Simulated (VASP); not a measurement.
# TiO (Cmmm) in VASP: notebook

The runs below take TiO through single point, with PBEsol.

All numbers are computed with VASP 6.6.1; they aren't measurements. Logs are shortened: lines on timing, memory, paths and dates and some standing lists are left out, and cuts for length are marked.

## 1. The cell of the first run

The structure is orthorhombic, space group Cmmm (No. 65). The conventional cell has a = 5.661 Å, b = 5.747 Å, c = 4.034 Å, α = 90.00°, β = 90.00°, γ = 90.00°. Ti (site symmetry mmm) has 4 O at 2.02 Å within 2.7 Å. Within 2.7 Å of Ti (site symmetry 2/m) lie 4 O at 2.02 Å. O (site symmetry 2/m) has 4 Ti at 2.02 Å within 2.7 Å. O (site symmetry mmm) has 4 Ti at 2.02 Å within 2.7 Å.

## 2. Single point, PBEsol (strain +0.0150 x Voigt [0, 0, 0, 0, 0, 1])

INCAR reads:

```
ALGO = Normal
EDIFF = 1E-7
ENCUT = 520
GGA = PS
ISIF = 2
ISMEAR = 0
LASPH = T
LCHARG = F
LREAL = F
LWAVE = F
NBANDS = 36
NELM = 60
PREC = Accurate
SIGMA = 0.15
```

KPOINTS reads:

```
k-points
0
Gamma
  12 12 12
```

POSCAR reads:

```
TiO
1.0
    4.0335084229      0.0302513132      0.0000000000
    0.0302513132      4.0335084229      0.0000000000
    0.0000000000      0.0000000000      4.0335084229
Ti O
3 3
Direct
    0.5000000000      0.5000000000      0.0000000000
    0.0000000000      0.5000000000      0.5000000000
    0.5000000000      0.0000000000      0.5000000000
    0.0000000000      0.5000000000      0.0000000000
    0.5000000000      0.0000000000      0.0000000000
    0.0000000000      0.0000000000      0.5000000000
```

Potentials or basis: VASP PAW PBE potentials, release 64 (Ti_sv, O).

Command:

```bash
$ cat potpaw_PBE.64/Ti_sv/POTCAR potpaw_PBE.64/O/POTCAR > POTCAR
$ mpirun -np 1 vasp_std > vasp.out
```

OUTCAR:

```text
EDIFF = 1E-7
   ENCUT = 520
   GGA = PS
   ISIF = 2
   ISMEAR = 0
   LASPH = T
   LREAL = F
   NELM = 60
   PREC = Accurate

 ion  position               nearest neighbor table
   1  0.500  0.500  0.000-   4 2.02   5 2.02   5 2.02   4 2.02   2 2.85   3 2.85   3 2.85   2 2.85
                             3 2.85   2 2.85   3 2.85   2 2.85
   2  0.000  0.500  0.500-   4 2.02   4 2.02   6 2.02   6 2.02   3 2.83   3 2.83   1 2.85   1 2.85
                             1 2.85   1 2.85   3 2.87   3 2.87
   3  0.500  0.000  0.500-   5 2.02   5 2.02   6 2.02   6 2.02   2 2.83   2 2.83   1 2.85   1 2.85
                             1 2.85   1 2.85   2 2.87   2 2.87
   4  0.000  0.500  0.000-   2 2.02   2 2.02   1 2.02   1 2.02
   5  0.500  0.000  0.000-   3 2.02   3 2.02   1 2.02   1 2.02
   6  0.000  0.000  0.500-   2 2.02   3 2.02   2 2.02   3 2.02

  LATTYP: Found a base centered orthorhombic cell.
 ALAT       =     5.6614604982
 B/A-ratio  =     1.0151133501
 C/A-ratio  =     0.7124501574

  Lattice vectors:

 A1 = (  -0.0302513132,  -4.0335084229,   0.0000000000)
 A2 = (   4.0335084229,   0.0302513132,   0.0000000000)
 A3 = (   0.0000000000,   0.0000000000,   4.0335084229)

Analysis of symmetry for initial positions (statically):
=====================================================================
 Subroutine PRICEL returns:
 Original cell was already a primitive cell.

 Routine SETGRP: Setting up the symmetry group for a
 base centered orthorhombic supercell.

 Subroutine GETGRP returns: Found  8 space group operations
 (whereof  8 operations were pure point group operations)
 out of a pool of  8 trial point group operations.

The static configuration has the point symmetry D_2h.

Analysis of symmetry for dynamics (positions and initial velocities):
=====================================================================
 Subroutine PRICEL returns:
 Original cell was already a primitive cell.

 Routine SETGRP: Setting up the symmetry group for a
 base centered orthorhombic supercell.

 Subroutine GETGRP returns: Found  8 space group operations
 (whereof  8 operations were pure point group operations)
 out of a pool of  8 trial point group operations.

The dynamic configuration has the point symmetry D_2h.

 Subroutine INISYM returns: Found  8 space group operations
 (whereof  8 operations are pure point group operations),
 and found     1 'primitive' translations

----------------------------------------------------------------------------------------

[... 104 lines left out ...]
   IBRION =     -1    ionic relax: 0-MD 1-quasi-New 2-CG
   NFREE  =      0    steps in history (QN), initial steepest desc. (CG)
   ISIF   =      2    stress and relaxation
   ISYM   =      2    0-nonsym 1-usesym 2-fastsym
   POTIM  = 0.5000    time-step for ionic-motion
   TEBEG  =    0.0;   TEEND  =   0.0 temperature during run
   PSTRESS=    0.0 pullay stress
   NELECT =      54.0000    total number of electrons
   NUPDOWN=      -1.0000    fix difference up-down
   EMIN   =  10.00;   EMAX   =-10.00  energy-range for DOS
   EFERMI =   0.00;   METHOD = LEGACY
   ISMEAR =     0;   SIGMA  =   0.15  broadening in eV -4-tet -1-fermi 0-gaus
   EFERMI_NEDOS =   21; number of points for ismear=-14 and -15
   IALGO  =     38    algorithm
   IMIX   =      4    mixing-type and parameters
     AMIX     =   0.40;   BMIX     =  1.00
     AMIX_MAG =   1.60;   BMIX_MAG =  1.00
  volume/ion in A,a.u.               =      10.94        73.80
  Fermi-wavevector in a.u.,A,eV,Ry     =   1.534139  2.899102 32.022416  2.353581
  Thomas-Fermi vector in A             =   2.641108
   LORBIT       =      0    0 simple, 1 ext, 2 COOP (PROOUT), +10 PAW based schemes
   GGA     = PS    functional components
   LHFCALC =     F    Hartree Fock is set to
   AEXX    =    0.0000 exact exchange contribution
   IVDW    =     0    specifies the selected vdW correction
   LEPSILON=     F    determine dielectric tensor
   LRPA    =     F    only Hartree local field effects (RPA)
 non-spin polarized calculation
 Gauss-broadening in eV      SIGMA  =   0.15
  energy-cutoff  :      520.00
  volume of cell :       65.62
 maximum number of plane-waves:      1789
 NGX is ok and might be reduce to    30
   NGX = 15   NGY = 15   NGZ = 15

 number of electron      53.9999974 magnetization

 Free energy of the ion-electron system (eV)
  ---------------------------------------------------
  ext. energy  EPLUGINS =         0.00000000
  ---------------------------------------------------
  free energy    TOTEN  =       -56.01900431 eV

  energy without entropy =      -55.96114278  energy(sigma->0) =      -55.99007354

 E-fermi :   8.3631     XC(G=0): -12.2562

 val. band max:        8.3630398025   @ k =   0.2500   0.2500   0.3333
 cond. band min:       8.3643449049   @ k =  -0.4167   0.3333   0.1667
 fundamental gap:      0.0013051025
 Fermi energy:         8.3631492000

 k-point     1 :       0.0000    0.0000    0.0000
  band No.  band energies     occupation
      1     -48.5601      2.00000
      2     -48.3936      2.00000
      3     -48.3918      2.00000
      4     -25.1930      2.00000
      5     -25.1905      2.00000
      6     -25.1894      2.00000
[... 925 lines left out ...]
     35      11.2478      0.00000
     36      11.7457      0.00000

 [... further k-points ...]

------------------------ aborting loop because EDIFF is reached ----------------------------------------

  FORCE on cell =-STRESS in cart. coord.  units (eV):
  Direction    XX          YY          ZZ          XY          YZ          ZX
  --------------------------------------------------------------------------------------
  -------------------------------------------------------------------------------------
  Total        0.2110401      0.2110401      0.2230428     -0.3185566      0.0000000      0.0000000
  in kB        5.1528935      5.1528935      5.4459575     -7.7780866      0.0000000      0.0000000
  external PRESSURE =       5.2505815 kB  Pullay stress =       0.0000000 kB

 VOLUME and BASIS-vectors are now :
 -----------------------------------------------------------------------------
  energy-cutoff  :      520.00
  volume of cell :       65.62
      direct lattice vectors                 reciprocal lattice vectors
     4.033508423  0.030251313  0.000000000     0.247937068 -0.001859528  0.000000000
     0.030251313  4.033508423  0.000000000    -0.001859528  0.247937068  0.000000000
     0.000000000  0.000000000  4.033508423     0.000000000  0.000000000  0.247923122

 POSITION                                       TOTAL-FORCE (eV/Angst)
 -----------------------------------------------------------------------------------
      2.03188      2.03188      0.00000         0.000000      0.000000      0.000000
      0.01513      2.01675      2.01675        -0.000000     -0.000000      0.000000
      2.01675      0.01513      2.01675        -0.000000     -0.000000      0.000000
      0.01513      2.01675      0.00000        -0.000000     -0.000000      0.000000
      2.01675      0.01513      0.00000        -0.000000     -0.000000      0.000000
      0.00000      0.00000      2.01675        -0.000000     -0.000000      0.000000
 -----------------------------------------------------------------------------------
    total drift:                                0.000000      0.000000     -0.000000

  FREE ENERGIE OF THE ION-ELECTRON SYSTEM (eV)
  ---------------------------------------------------
  free  energy   TOTEN  =       -56.0190043077 eV

  energy  without entropy=      -55.9611427761  energy(sigma->0) =      -55.99007354
```

OSZICAR:

```text
N       E                     dE             d eps       ncg     rms          rms(c)
DAV:   1     0.780954778264E+03    0.78095E+03   -0.27475E+04 22120   0.188E+03
DAV:   2     0.619788205373E+02   -0.71898E+03   -0.69297E+03 21904   0.565E+02
DAV:   3    -0.572570952256E+02   -0.11924E+03   -0.11667E+03 32940   0.205E+02
DAV:   4    -0.658141162715E+02   -0.85570E+01   -0.85062E+01 31756   0.535E+01
DAV:   5    -0.662300695648E+02   -0.41595E+00   -0.41570E+00 31544   0.101E+01    0.276E+01
DAV:   6    -0.561725652368E+02    0.10058E+02   -0.57638E+01 31384   0.619E+01    0.956E+00
DAV:   7    -0.560351449124E+02    0.13742E+00   -0.59404E+00 28408   0.148E+01    0.632E+00
DAV:   8    -0.560125520647E+02    0.22593E-01   -0.61805E-01 28500   0.554E+00    0.126E+00
DAV:   9    -0.560175166871E+02   -0.49646E-02   -0.12781E-01 30352   0.302E+00    0.119E+00
DAV:  10    -0.560178472292E+02   -0.33054E-03   -0.41603E-02 29836   0.238E+00    0.783E-01
DAV:  11    -0.560189832231E+02   -0.11360E-02   -0.13077E-02 27748   0.121E+00    0.994E-02
DAV:  12    -0.560189973839E+02   -0.14161E-04   -0.25574E-03 28412   0.394E-01    0.743E-02
DAV:  13    -0.560190035603E+02   -0.61764E-05   -0.30011E-04 29588   0.140E-01    0.216E-02
DAV:  14    -0.560190037740E+02   -0.21369E-06   -0.22219E-05 30804   0.323E-02    0.118E-02
DAV:  15    -0.560190039098E+02   -0.13587E-06   -0.15485E-06 25988   0.998E-03    0.351E-03
DAV:  16    -0.560190043072E+02   -0.39739E-06   -0.93402E-07 27884   0.632E-03    0.169E-03
DAV:  17    -0.560190043077E+02   -0.42564E-09   -0.77303E-08 13520   0.251E-03
   1 F= -.56019004E+02 E0= -.55990074E+02  d E =-.578615E-01
```

stdout:

```text
POSCAR found type information on POSCAR TiO
 POSCAR found :  2 types and       6 ions
 scaLAPACK will be used
 -----------------------------------------------------------------------------
|                                                                             |
|                                                                             |
|     You enforced a specific xc type in the INCAR file but a different       |
|     I HOPE YOU KNOW WHAT YOU ARE DOING!                                     |
|                                                                             |
 -----------------------------------------------------------------------------

 LDA part: xc-table for (Slater+PW92), standard interpolation
 POSCAR, INCAR and KPOINTS ok, starting setup
 FFT: planning ... GRIDC
 FFT: planning ... GRID_SOFT
 FFT: planning ... GRID
 WAVECAR not read
 entering main loop
```

Run time: 5.1 min. Hardware: 1 thread of Intel Xeon 6975P-C (Granite Rapids), shared host; peak memory 0.58 GiB.

Results:

```yaml
Free_energy: -56.0190 eV
Pressure: 0.5 GPa
Band_gap_on_the_k_mesh: zero (bands 27 and 28 overlap by 1.99 eV)
```

Stress tensor (GPa, compression positive):
```
 0.52 -0.78  0.00
-0.78  0.52  0.00
 0.00  0.00  0.54
```

Caveat: the cell differs from its parent crystal (strain +0.0150 x Voigt [0, 0, 0, 0, 0, 1]); the PAW data sets were made with another functional, which shifts forces and pressure a little; semilocal functionals often make such compounds metallic where correlation or magnetic order opens a gap, which also shifts bond lengths.

## 3. Single point, PBEsol (strain +0.0300 x Voigt [0, 0, 0, 0, 0, 1])

INCAR reads:

```
  PREC = Accurate
  ENCUT = 520
  EDIFF = 1E-6
  ISMEAR = 0
  SIGMA = 0.15
  LREAL = False
  LASPH = True
  NELM = 100
  ALGO = Normal
  ISIF = 2
  LWAVE = False
  LCHARG = True
  GGA = PS
  LELF = True
  LVHAR = True
  NBANDS = 36
```

KPOINTS reads:

```
Automatic mesh
0
Gamma
  12 12 12
```

POSCAR, as its differences from that of step 2:

```diff
@@ -2,4 +2,4 @@
 1.0
-    4.0335084229      0.0302513132      0.0000000000
-    0.0302513132      4.0335084229      0.0000000000
+    4.0335084229      0.0605026263      0.0000000000
+    0.0605026263      4.0335084229      0.0000000000
     0.0000000000      0.0000000000      4.0335084229
```

Potentials or basis: VASP PAW PBE potentials, release 64 (Ti_sv, O).

Command:

```bash
$ cat potpaw_PBE.64/Ti_sv/POTCAR potpaw_PBE.64/O/POTCAR > POTCAR
$ mpirun -np 1 vasp_std > vasp.out
```

Run time: 15 min. Hardware: 1 thread of AMD EPYC 7R43 (Zen 3), shared host; peak memory 0.54 GiB.

The run converged. Its results:

* Free energy: -56.0116 eV
* Pressure: 0.5 GPa
* Band gap on the k mesh: zero (bands 27 and 28 overlap by 1.96 eV)

Stress tensor (GPa, compression positive):
```
 0.50 -1.63  0.00
-1.63  0.50  0.00
 0.00  0.00  0.62
```

Levels at points of the mesh, in eV from the Fermi level:
```
           k point  band 25  band 26  band 27  band 28  band 29  band 30
(0.00, 0.00, 0.00)    -2.94    -1.64    -1.59    -1.54     1.25     1.36
(0.50, 0.00, 0.00)    -2.67    -1.17     0.41     0.42     0.75     1.38
(0.50, 0.50, 0.00)    -1.34    -0.79    -0.17     0.18     1.91     2.03
(0.00, 0.00, 0.50)    -2.67    -1.18     0.38     0.44     0.75     1.37
(0.50, 0.00, 0.50)    -1.33    -0.79     0.00     0.00     1.96     2.01
(0.50, 0.50, 0.50)    -0.79    -0.67    -0.54     0.61     2.62     2.74
```

Caveat: the cell differs from its parent crystal (strain +0.0300 x Voigt [0, 0, 0, 0, 0, 1]); the PAW data sets were made with another functional, which shifts forces and pressure a little; semilocal functionals often make such compounds metallic where correlation or magnetic order opens a gap, which also shifts bond lengths.
